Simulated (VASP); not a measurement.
In:

```
In
1.0
     3.80460    0.00000    0.00000
     0.00000    3.80460    0.00000
     0.00000    0.00000    4.30646
In
2
Direct
  0.50000 0.00000 0.39080
  0.00000 0.50000 0.60920
```

The cell was built from a structure type or drawn by symmetry, and may not be a known phase.

- Program: VASP 6.6.1
- Task: relaxation of cell and atoms
- Functional: PBE
- Potentials or basis: VASP PAW PBE potentials, release 64 (In_d)
- Cutoff: 600 eV
- k mesh: 4 × 4 × 4
- Occupations: gaussian, width 0.1 eV
- Spin: no spin polarisation

At the start: pressure 4.4 GPa; volume 31.17 Å³/atom.

Where does the relaxation end?

Over 20 steps the energy falls by 371.2 meV/atom and the volume is 29.35 Å³/atom (-5.8 %); space group P4/nmm (No. 129, to 0.1 Å) before and after.

The path:
```tsv
step	energy change (eV)	largest force (eV/Å)	pressure (GPa)	volume (Å³)
1	0.0000	0.9562	4.43	62.34
2	-0.2450	0.3071	-1.82	70.23
3	-0.2451	0.3198	-1.68	69.96
4	-0.3054	0.3328	-1.60	67.27
5	-0.4473	0.4233	0.59	59.28
6	-0.0905	0.2588	18.92	43.70
7	-0.4517	0.4465	1.72	57.30
8	-0.5192	0.2023	6.75	50.45
9	-0.5053	0.2396	4.60	52.67
10	-0.5221	0.2196	6.10	51.08
11	-0.5355	0.1914	6.32	50.80
12	-0.5522	0.1297	6.60	50.02
13	-0.5718	0.1315	6.24	50.49
14	-0.6252	0.1406	5.16	51.91
15	-0.6989	0.1076	2.40	54.83
16	-0.7201	0.0232	-1.39	61.00
17	-0.7289	0.0487	-0.40	58.96
18	-0.7291	0.0524	-0.25	58.69
19	-0.7353	0.0454	-0.22	58.70
20	-0.7423	0.0247	-0.06	58.70
```

Final structure:
```yaml
crystal:
  lattice:
    - [4.36442, 0.00000, 0.00000]
    - [0.00000, 4.36442, 0.00000]
    - [0.00000, 0.00000, 3.08163]
  atoms:
    - { symbol: In, position: [0.50000, 0.00000, 0.34401] }
    - { symbol: In, position: [0.00000, 0.50000, 0.65599] }
```

Caveat: the k points lie up to 0.51 Å⁻¹ apart in the final cell, too coarse for converged energies and pressures of a metal; a cell axis changed by over 15 % at a fixed basis, so the end point is rough.
